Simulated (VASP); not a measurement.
Input of a VASP 6.6.1 run:

Contents of INCAR:

```
SYSTEM = BaS
  PREC = Accurate
  ENCUT = 520
  EDIFF = 1E-8
  ISMEAR = -1
  SIGMA = 0.02
  LREAL = .FALSE.
  LASPH = .TRUE.
  NELM = 100
  ALGO = Normal
  ISIF = 2
  LWAVE = .FALSE.
  LCHARG = .FALSE.
  GGA = PE
  LEFG = .TRUE.
  NBANDS = 15
```

File KPOINTS:

```
regular mesh
0
G
  8 8 8
  0 0 0
```

The input POSCAR:

```
BaS
1.0
    0.0000000000      3.1937500000      3.1937500000
    3.1937500000      0.0000000000      3.1937500000
    3.1937500000      3.1937500000      0.0000000000
Ba S
1 1
Direct
    0.0000000000      0.0000000000      0.0000000000
    0.5000000000      0.5000000000      0.5000000000
```

Potentials or basis: VASP PAW PBE potentials, release 64 (Ba_sv, S).

Run with:

```sh
$ cat potpaw_PBE.64/Ba_sv/POTCAR potpaw_PBE.64/S/POTCAR > POTCAR
$ mpirun -np 1 vasp_std > vasp.out
```

(1) Predict the pressure.

(2) Predict the band gap on the k mesh.

## Answers

(1) 1.4 GPa.

(2) 2.11 eV (least direct gap 2.24 eV).

Caveat: spin-orbit coupling is left out, which moves the levels of the heavy elements.
